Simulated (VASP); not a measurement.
# Si2Ni (Fm-3m) in VASP: further runs

Si2Ni is run at these levels: r2SCAN; tasks: single point.

Everything below comes from runs of VASP 6.6.1. Logs are shortened: lines on timing, memory, paths and dates and some standing lists are left out, and cuts for length are marked.

**1. The cell of the first run**

The structure is cubic, space group Fm-3m (No. 225). Conventional cell: a = 5.276 Å, b = 5.276 Å, c = 5.276 Å, α = 90.00°, β = 90.00°, γ = 90.00°. Si (site symmetry -43m) has 4 Ni at 2.28 Å and 6 Si at 2.64 Å within 3.0 Å. Ni (site symmetry m-3m) has 8 Si at 2.28 Å within 3.0 Å.

**2. Single point, r2SCAN (12.24 Å³/atom)**

POSCAR

```
Si2Ni
1.0
    0.0000000000      2.6380576767      2.6380576767
    2.6380576767      0.0000000000      2.6380576767
    2.6380576767      2.6380576767      0.0000000000
Si Ni
2 1
Direct
    0.2500000000      0.2500000000      0.2500000000
    0.7500000000      0.7500000000      0.7500000000
    0.0000000000      0.0000000000      0.0000000000
```

INCAR.step1

```
ALGO     = Normal         # electronic algorithm
EDIFF    = 1E-4           # SCF threshold, eV
ENCUT    = 520            # plane-wave cutoff, eV
GGA      = PE             # functional
ISMEAR   = 0              # smearing method
LASPH    = T              # aspherical terms in the spheres
LCHARG   = F              # write CHGCAR
LREAL    = F              # projectors in reciprocal space
LWAVE    = T              # write WAVECAR
NBANDS   = 16             # bands
NELM     = 60             # most SCF steps
PREC     = Accurate       # precision mode
SIGMA    = 0.1            # smearing width, eV
```

INCAR.step2

```
ALGO     = Normal         # electronic algorithm
EDIFF    = 1E-6           # SCF threshold, eV
ENCUT    = 520            # plane-wave cutoff, eV
ISIF     = 2              # what is computed and relaxed
ISMEAR   = 0              # smearing method
ISTART   = 1            
LASPH    = T              # aspherical terms in the spheres
LCHARG   = F              # write CHGCAR
LMIXTAU  = T            
LREAL    = F              # projectors in reciprocal space
LWAVE    = F              # write WAVECAR
METAGGA  = R2SCAN         # meta-GGA
NBANDS   = 16             # bands
NELM     = 60             # most SCF steps
PREC     = Accurate       # precision mode
SIGMA    = 0.1            # smearing width, eV
```

KPOINTS

```
k-points
0
Gamma
  14 14 14
```

Potentials or basis: VASP PAW PBE potentials, release 64 (Si, Ni).

Run with:

```
> cat potpaw_PBE.64/Si/POTCAR potpaw_PBE.64/Ni/POTCAR > POTCAR
> cp INCAR.step1 INCAR
> mpirun -np 1 vasp_std > vasp.out
> cp INCAR.step2 INCAR
> mpirun -np 1 vasp_std > vasp.out
```

OUTCAR:

```text
EDIFF = 1E-6
   ENCUT = 520
   ISIF = 2
   ISMEAR = 0
   ISTART = 1
   LASPH = T
   LREAL = F
   METAGGA = R2SCAN
   NELM = 60
   PREC = Accurate

 ion  position               nearest neighbor table
   1  0.250  0.250  0.250-   3 2.28   3 2.28   3 2.28   3 2.28   2 2.64   2 2.64   2 2.64   2 2.64
                             2 2.64   2 2.64
   2  0.750  0.750  0.750-   3 2.28   3 2.28   3 2.28   3 2.28   1 2.64   1 2.64   1 2.64   1 2.64
                             1 2.64   1 2.64
   3  0.000  0.000  0.000-   2 2.28   2 2.28   2 2.28   1 2.28   2 2.28   1 2.28   1 2.28   1 2.28

  LATTYP: Found a face centered cubic cell.
 ALAT       =     5.2761153534

  Lattice vectors:

 A1 = (   0.0000000000,   2.6380576767,   2.6380576767)
 A2 = (   2.6380576767,   0.0000000000,   2.6380576767)
 A3 = (   2.6380576767,   2.6380576767,   0.0000000000)

Analysis of symmetry for initial positions (statically):
=====================================================================
 Subroutine PRICEL returns:
 Original cell was already a primitive cell.

 Routine SETGRP: Setting up the symmetry group for a
 face centered cubic supercell.

 Subroutine GETGRP returns: Found 48 space group operations
 (whereof 48 operations were pure point group operations)
 out of a pool of 48 trial point group operations.

The static configuration has the point symmetry O_h .

Analysis of symmetry for dynamics (positions and initial velocities):
=====================================================================
 Subroutine PRICEL returns:
 Original cell was already a primitive cell.

 Routine SETGRP: Setting up the symmetry group for a
 face centered cubic supercell.

 Subroutine GETGRP returns: Found 48 space group operations
 (whereof 48 operations were pure point group operations)
 out of a pool of 48 trial point group operations.

The dynamic configuration has the point symmetry O_h .

 Subroutine INISYM returns: Found 48 space group operations
 (whereof 48 operations are pure point group operations),
 and found     1 'primitive' translations

----------------------------------------------------------------------------------------

                                     Primitive cell

  volume of cell :      36.7183

  direct lattice vectors                    reciprocal lattice vectors
     0.000000000  2.638057677  2.638057677    -0.189533385  0.189533385  0.189533385
     2.638057677  0.000000000  2.638057677     0.189533385 -0.189533385  0.189533385
     2.638057677  2.638057677  0.000000000     0.189533385  0.189533385 -0.189533385

  length of vectors
     3.730776945  3.730776945  3.730776945     0.328281452  0.328281452  0.328281452

  position of ions in fractional coordinates (direct lattice)
     0.250000000  0.250000000  0.250000000
     0.750000000  0.750000000  0.750000000
     0.000000000  0.000000000  0.000000000

  ion indices of the primitive-cell ions
   primitive index   ion index
                 1           1
                 2           2
                 3           3

----------------------------------------------------------------------------------------

 KPOINTS: k-points

Automatic generation of k-mesh.
 Grid dimensions read from file:
 generate k-points for:   14   14   14

 Generating k-lattice:

  Cartesian coordinates                     Fractional coordinates (reciprocal lattice)
    -0.013538099  0.013538099  0.013538099     0.071428571  0.000000000  0.000000000
     0.013538099 -0.013538099  0.013538099     0.000000000  0.071428571  0.000000000
     0.013538099  0.013538099 -0.013538099     0.000000000  0.000000000  0.071428571

  Length of vectors
     0.023448675  0.023448675  0.023448675

  Shift w.r.t. Gamma in fractional coordinates (k-lattice)
     0.000000000  0.000000000  0.000000000

 Subroutine IBZKPT returns following result:
 ===========================================

 Found    104 irreducible k-points:

 Following reciprocal coordinates:
            Coordinates               Weight
  0.000000  0.000000  0.000000      1.000000
  0.071429  0.000000  0.000000      8.000000
  0.142857  0.000000  0.000000      8.000000
  0.214286  0.000000  0.000000      8.000000
  0.285714  0.000000  0.000000      8.000000
  0.357143  0.000000  0.000000      8.000000
[... 16 lines left out ...]
  0.214286  0.142857  0.000000     24.000000
  0.285714  0.142857  0.000000     24.000000
 [... further k-points ...]
   k-points           NKPTS =    104   k-points in BZ     NKDIM =    104   number of bands    NBANDS=     16
   number of dos      NEDOS =    301   number of ions     NIONS =      3
   total plane-waves  NPLWV =  21952
   dimension x,y,z NGX =    28 NGY =   28 NGZ =   28
   dimension x,y,z NGXF=    56 NGYF=   56 NGZF=   56
   ions per type =               2   1
   NGX,Y,Z   is equivalent  to a cutoff of  12.48, 12.48, 12.48 a.u.
   NGXF,Y,Z  is equivalent  to a cutoff of  24.95, 24.95, 24.95 a.u.
 SYSTEM =  unknown system
   PREC   = accura    normal or accurate (medium, high low for compatibility)
   ISTART =      1    job   : 0-new  1-cont  2-samecut
   ICHARG =      0    charge: 1-file 2-atom 10-const
   ISPIN  =      1    spin polarized calculation?
   LNONCOLLINEAR =      F non collinear calculations
   LSORBIT =      F    spin-orbit coupling
   LASPH  =      T    aspherical Exc in radial PAW
   ENCUT  =  520.0 eV  38.22 Ry    6.18 a.u.   6.94  6.94  6.94*2*pi/ulx,y,z
   NELM   =     60;   NELMIN=  2; NELMDL=  0     # of ELM steps
   EDIFF  = 0.1E-05   stopping-criterion for ELM
   LREAL  =      F    real-space projection
   EDIFFG = 0.1E-04   stopping-criterion for IOM
   NSW    =      0    number of steps for IOM
   IBRION =     -1    ionic relax: 0-MD 1-quasi-New 2-CG
   NFREE  =      0    steps in history (QN), initial steepest desc. (CG)
   ISIF   =      2    stress and relaxation
   ISYM   =      2    0-nonsym 1-usesym 2-fastsym
   POTIM  = 0.5000    time-step for ionic-motion
   TEBEG  =    0.0;   TEEND  =   0.0 temperature during run
   PSTRESS=    0.0 pullay stress
   NELECT =      18.0000    total number of electrons
   NUPDOWN=      -1.0000    fix difference up-down
   EMIN   =  10.00;   EMAX   =-10.00  energy-range for DOS
   EFERMI =   0.00;   METHOD = LEGACY
   ISMEAR =     0;   SIGMA  =   0.10  broadening in eV -4-tet -1-fermi 0-gaus
   EFERMI_NEDOS =   21; number of points for ismear=-14 and -15
   IALGO  =     38    algorithm
   IMIX   =      4    mixing-type and parameters
     AMIX     =   0.40;   BMIX     =  1.00
     AMIX_MAG =   1.60;   BMIX_MAG =  1.00
  volume/ion in A,a.u.               =      12.24        82.60
  Fermi-wavevector in a.u.,A,eV,Ry     =   1.290837  2.439328 22.670843  1.666260
  Thomas-Fermi vector in A             =   2.422644
   LORBIT       =      0    0 simple, 1 ext, 2 COOP (PROOUT), +10 PAW based schemes
   METAGGA = R2SCAN    functional components
   LHFCALC =     F    Hartree Fock is set to
   AEXX    =    0.0000 exact exchange contribution
   IVDW    =     0    specifies the selected vdW correction
   LEPSILON=     F    determine dielectric tensor
   LRPA    =     F    only Hartree local field effects (RPA)
 non-spin polarized calculation
 Gauss-broadening in eV      SIGMA  =   0.10
  energy-cutoff  :      520.00
  volume of cell :       36.72
 maximum number of plane-waves:      1006
   NGX = 13   NGY = 13   NGZ = 13

 number of electron      17.9999997 magnetization

 Free energy of the ion-electron system (eV)
  ---------------------------------------------------
  ext. energy  EPLUGINS =         0.00000000
  ---------------------------------------------------
  free energy    TOTEN  =       -30.45809825 eV

  energy without entropy =      -30.45418168  energy(sigma->0) =      -30.45613997

 E-fermi :  11.6962     XC(G=0): -12.7369

 val. band max:       11.6537154263   @ k =   0.2857   0.1429   0.0714
 cond. band min:      11.7041691945   @ k =   0.1429   0.1429   0.0000
 fundamental gap:      0.0504537683
 Fermi energy:        11.6961702712

 k-point     1 :       0.0000    0.0000    0.0000
  band No.  band energies     occupation
      1      -3.7784      2.00000
      2       5.5573      2.00000
      3       5.5573      2.00000
      4       5.5573      2.00000
      5       7.3828      2.00000
      6       7.3828      2.00000
[... 8 lines left out ...]
     15      16.8567      0.00000
     16      16.8567      0.00000

 k-point     2 :       0.0714    0.0000    0.0000
  band No.  band energies     occupation
      1      -3.6942      2.00000
      2       5.4138      2.00000
      3       5.5847      2.00000
      4       5.5847      2.00000
      5       7.3667      2.00000
      6       7.3667      2.00000
[... 8 lines left out ...]
     15      16.3935      0.00000
     16      16.7085      0.00000

 k-point     3 :       0.1429    0.0000    0.0000
  band No.  band energies     occupation
      1      -3.4426      2.00000
      2       4.9912      2.00000
      3       5.6614      2.00000
      4       5.6614      2.00000
      5       7.3293      2.00000
      6       7.3293      2.00000
[... 8 lines left out ...]
     15      16.2226      0.00000
     16      16.6153      0.00000

 k-point     4 :       0.2143    0.0000    0.0000
  band No.  band energies     occupation
      1      -3.0270      2.00000
      2       4.3073      2.00000
      3       5.7695      2.00000
      4       5.7695      2.00000
      5       7.3008      2.00000
      6       7.3008      2.00000
[... 8 lines left out ...]
     15      16.7786      0.00000
     16      17.8471      0.00000
[... 324 lines left out ...]
 k-point    22 :       0.1429    0.1429    0.0000
  band No.  band energies     occupation
      1      -3.3307      2.00000
      2       5.0774      2.00000
      3       5.6043      2.00000
      4       5.6043      2.00000
      5       7.0907      2.00000
      6       7.4713      2.00000
[... 8 lines left out ...]
     15      17.4691      0.00000
     16      17.4691      0.00000

 k-point    23 :       0.2143    0.1429    0.0000
  band No.  band energies     occupation
      1      -3.0255      2.00000
      2       4.7078      2.00000
      3       5.6535      2.00000
      4       5.6849      2.00000
      5       6.9319      2.00000
      6       7.5064      2.00000
[... 8 lines left out ...]
     15      18.0493      0.00000
     16      18.2380      0.00000

 k-point    24 :       0.2857    0.1429    0.0000
  band No.  band energies     occupation
      1      -2.5591      2.00000
      2       4.0636      2.00000
      3       5.7383      2.00000
      4       5.7919      2.00000
      5       6.8061      2.00000
      6       7.5451      2.00000
[... 8 lines left out ...]
     15      19.1258      0.00000
     16      19.5707      0.00000

 [... further k-points ...]
[... 5 lines left out ...]
  --------------------------------------------------------------------------------------
  -------------------------------------------------------------------------------------
  Total        2.6036697      2.6036697      2.6036697      0.0000000     -0.0000000      0.0000000
  in kB      113.6092307    113.6092307    113.6092307      0.0000000     -0.0000000      0.0000000
  external PRESSURE =     113.6092307 kB  Pullay stress =       0.0000000 kB

 VOLUME and BASIS-vectors are now :
 -----------------------------------------------------------------------------
  energy-cutoff  :      520.00
  volume of cell :       36.72
      direct lattice vectors                 reciprocal lattice vectors
     0.000000000  2.638057677  2.638057677    -0.189533385  0.189533385  0.189533385
     2.638057677  0.000000000  2.638057677     0.189533385 -0.189533385  0.189533385
     2.638057677  2.638057677  0.000000000     0.189533385  0.189533385 -0.189533385

 POSITION                                       TOTAL-FORCE (eV/Angst)
 -----------------------------------------------------------------------------------
      1.31903      1.31903      1.31903         0.000000      0.000000     -0.000000
      3.95709      3.95709      3.95709        -0.000000     -0.000000      0.000000
      0.00000      0.00000      0.00000         0.000000      0.000000      0.000000
 -----------------------------------------------------------------------------------
    total drift:                               -0.000000     -0.000000      0.000000

  FREE ENERGIE OF THE ION-ELECTRON SYSTEM (eV)
  ---------------------------------------------------
  free  energy   TOTEN  =       -30.4580982538 eV

  energy  without entropy=      -30.4541816782  energy(sigma->0) =      -30.45613997
```

Run time: 5.7 min. Hardware: 1 thread of Intel Xeon 8259CL, shared host; peak memory 0.2 GiB.

Results:

```
Free energy            : -30.4581 eV
Pressure               : 11.4 GPa
Band gap on the k mesh : zero (bands 9 and 10 overlap by 2.11 eV)
```

Caveat: the cell stands under pressure; the PAW data sets were made with another functional, which shifts forces and pressure a little.

**3. Single point, r2SCAN (12.63 Å³/atom)**

This run uses another cell than the first one, of 12.63 Å³/atom.

POSCAR

```
Si2Ni
1.0
    0.0000000000      2.6658287457      2.6658287457
    2.6658287457      0.0000000000      2.6658287457
    2.6658287457      2.6658287457      0.0000000000
Si Ni
2 1
Direct
    0.2500000000      0.2500000000      0.2500000000
    0.7500000000      0.7500000000      0.7500000000
    0.0000000000      0.0000000000      0.0000000000
```

INCAR.step1

```
PREC = Accurate
ENCUT = 520
ISMEAR = 0
SIGMA = 0.1
LREAL = F
LASPH = T
NELM = 80
NBANDS = 16
GGA = PE
ALGO = Normal
EDIFF = 1E-4
LWAVE = T
LCHARG = F
```

INCAR.step2

```
PREC = Accurate
ENCUT = 520
EDIFF = 1E-6
ISMEAR = 0
SIGMA = 0.1
LREAL = F
LASPH = T
NELM = 80
ALGO = Normal
ISIF = 2
LWAVE = F
LCHARG = F
METAGGA = R2SCAN
LMIXTAU = T
NBANDS = 16
ISTART = 1
```

KPOINTS

```
Automatic mesh
0
Gamma
  14 14 14
```

Potentials or basis: VASP PAW PBE potentials, release 64 (Si, Ni).

Run with:

```
> cat potpaw_PBE.64/Si/POTCAR potpaw_PBE.64/Ni/POTCAR > POTCAR
> cp INCAR.step1 INCAR
> mpirun -np 1 vasp_std > vasp.out
> cp INCAR.step2 INCAR
> mpirun -np 1 vasp_std > vasp.out
```

Run time: 6.5 min. Hardware: 1 thread of Intel Xeon 8259CL, shared host; peak memory 0.21 GiB.

The run converged. Its results:

```yaml
Free_energy: -30.5176 eV
Pressure: 5.1 GPa
Band_gap_on_the_k_mesh: zero (bands 9 and 10 overlap by 2.12 eV)
```

Levels at points of the mesh, in eV from the Fermi level:
| k point | band 6 | band 7 | band 8 | band 9 | band 10 | band 11 | band 12 | band 13 |
| --- | --- | --- | --- | --- | --- | --- | --- | --- |
| (0.00, 0.00, 0.00) | -4.08 | 0.33 | 1.71 | 1.71 | 1.71 | 2.14 | 2.14 | 2.14 |
| (0.50, 0.00, 0.00) | -3.84 | -3.84 | -1.83 | -1.83 | 1.78 | 1.78 | 2.13 | 3.05 |
| (0.50, 0.50, 0.00) | -4.09 | -4.09 | -3.97 | -3.62 | -0.41 | 1.36 | 7.94 | 9.14 |

Caveat: the cell stands under pressure; the PAW data sets were made with another functional, which shifts forces and pressure a little.

The gap in the log of VASP goes by the Fermi energy; the results here count the filled bands.